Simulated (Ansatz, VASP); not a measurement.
**CuAu: VASP beside Ansatz**

Contents of POSCAR:

```
CuAu
1.0
    2.8107494552      0.0000000000      0.0000000000
    0.0000000000      2.8107494552      0.0000000000
    0.0000000000      0.0000000000      3.6850000000
Au Cu
1 1
Direct
    0.0000000000      0.0000000000      0.0000000000
    0.5000000000      0.5000000000      0.5000000000
```

INCAR.step1

```
SYSTEM = CuAu
  PREC = Accurate
  ENCUT = 520
  EDIFF = 1E-5
  ISMEAR = -1
  SIGMA = 0.05
  LREAL = .False.
  LASPH = .True.
  NELM = 60
  ALGO = Normal
  ISIF = 2
  LWAVE = .True.
  GGA = PE
  NBANDS = 18
```

File INCAR.step2:

```
SYSTEM = CuAu
  PREC = Accurate
  ENCUT = 520
  EDIFF = 1E-7
  ISMEAR = -1
  SIGMA = 0.05
  LREAL = .False.
  LASPH = .True.
  NELM = 60
  ALGO = Normal
  ISIF = 2
  LWAVE = .False.
  LCHARG = .True.
  METAGGA = R2SCAN
  LHFCALC = .True.
  AEXX = 0.25
  LMIXTAU = .True.
  PRECFOCK = Normal
  LELF = .True.
  LVHAR = .True.
  ISTART = 1
  NBANDS = 18
```

KPOINTS

```
Automatic mesh
0
Gamma
  5 5 4
  0 0 0
```

File input:

```
crystal:
  lattice:
    - [2.8107494552, 0.0, 0.0]
    - [0.0, 2.8107494552, 0.0]
    - [0.0, 0.0, 3.685]
  atoms:
    - { symbol: Au, position: [0.0, 0.0, 0.0] }
    - { symbol: Cu, position: [0.5, 0.5, 0.5] }
hamiltonian:
  xc: r2scan0
  pseudopotentials: { kind: paw }
kpoints:
  mp_grid: { grid: [5, 5, 4] }
scf:
  occupations: { method: fermi_dirac, width: 0.05 }
output:
  forces: true
  stress: true
  eigenvalues: true
```

Alike in both runs: task single point; functional r2SCAN0; k mesh 5 × 5 × 4; occupations fermi-dirac, width 0.05 eV; no spin polarisation.

|  | VASP | Ansatz |
| --- | --- | --- |
| version | VASP 6.6.1 | Ansatz 0.2.0 |
| potentials or method | VASP PAW PBE potentials, release 64 (Au, Cu) | Ansatz PAW |
| plane-wave cutoff (eV) | 520 | 500 |
| valence electrons in the cell | 22 | 38 |

|  | VASP | Ansatz | Ansatz less VASP |
| --- | --- | --- | --- |
| gap on the k mesh at the Fermi level (eV) | none | none | - |
| pressure (GPa) | -0.5 | -0.7 | -0.18 |
| traceless stress, the component that is largest in VASP (GPa) | -0.36 | -0.41 | -0.049 |

VASP's potentials were made for PBE, not for r2SCAN0. A gap of «none» marks a metal or a gap that the smearing closes. VASP's potentials hold 22 valence electrons a cell and Ansatz's 38, so a difference there can come from the potentials and not from the codes.

The k mesh is coarse, so the values compare programs but aren't converged. Spin-orbit coupling is off throughout.
